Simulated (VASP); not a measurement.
Wanted: the native input for a VASP 6.6.1 run.

| Item | Value |
| --- | --- |
| Task | single point |
| Functional | PBEsol |
| Potentials or basis | VASP PAW PBE potentials, release 64 (W_sv, S) |
| Cutoff | 520 eV |
| k mesh | 12 × 12 × 2 |
| Occupations | gaussian, width 0.05 eV |
| Spin | no spin polarisation |
| Dipole correction | no |
| Further INCAR settings | ALGO = Normal; EDIFF = 1e-06; NBANDS = 35 |

The structure of WS2 lies in POSCAR:

```
WS2
1.0
    3.2012002007      0.0000000000      0.0000000000
   -1.6006001004      2.7723206964      0.0000000000
    0.0000000000      0.0000000000     12.9184432105
W S
2 4
Direct
    0.3333333333      0.6666666667      0.2500000000
    0.6666666667      0.3333333333      0.7500000000
    0.3333333333      0.6666666667      0.6331095153
    0.6666666667      0.3333333333      0.1331095153
    0.3333333333      0.6666666667      0.8668904847
    0.6666666667      0.3333333333      0.3668904847
```

This cell differs from its parent crystal: atoms shifted along a free coordinate.

The input as run:

INCAR

```
PREC = Accurate
ENCUT = 520
EDIFF = 1E-6
ISMEAR = 0
SIGMA = 0.05
LREAL = False
LASPH = True
NELM = 80
ALGO = Normal
ISIF = 2
LWAVE = False
LCHARG = True
GGA = PS
LELF = True
LVHAR = True
NBANDS = 35
```

KPOINTS

```
Automatic mesh
0
Gamma
  12 12 2
```

Potentials or basis: VASP PAW PBE potentials, release 64 (W_sv, S).

Run with:

```console
$ cat potpaw_PBE.64/W_sv/POTCAR potpaw_PBE.64/S/POTCAR > POTCAR
$ mpirun -np 1 vasp_std > vasp.out
```

Results of the run:

```json
{
  "Pressure": "0.8 GPa",
  "Largest force": "0.826 eV/Å",
  "Band gap on the k mesh": "0.81 eV (least direct gap 1.56 eV)"
}
```

Caveat: the cell differs from its parent crystal (atoms shifted along a free coordinate); the PAW data sets were made with another functional, which shifts forces and pressure a little; spin-orbit coupling is left out, which moves the levels of the heavy elements; this functional lacks dispersion, which binds the layers, so the pressure and a relaxed spacing across them are unreliable.

Run time: 2.9 min on 1 thread of Intel Xeon 8259CL, with other jobs on the host, peak memory 0.29 GiB.
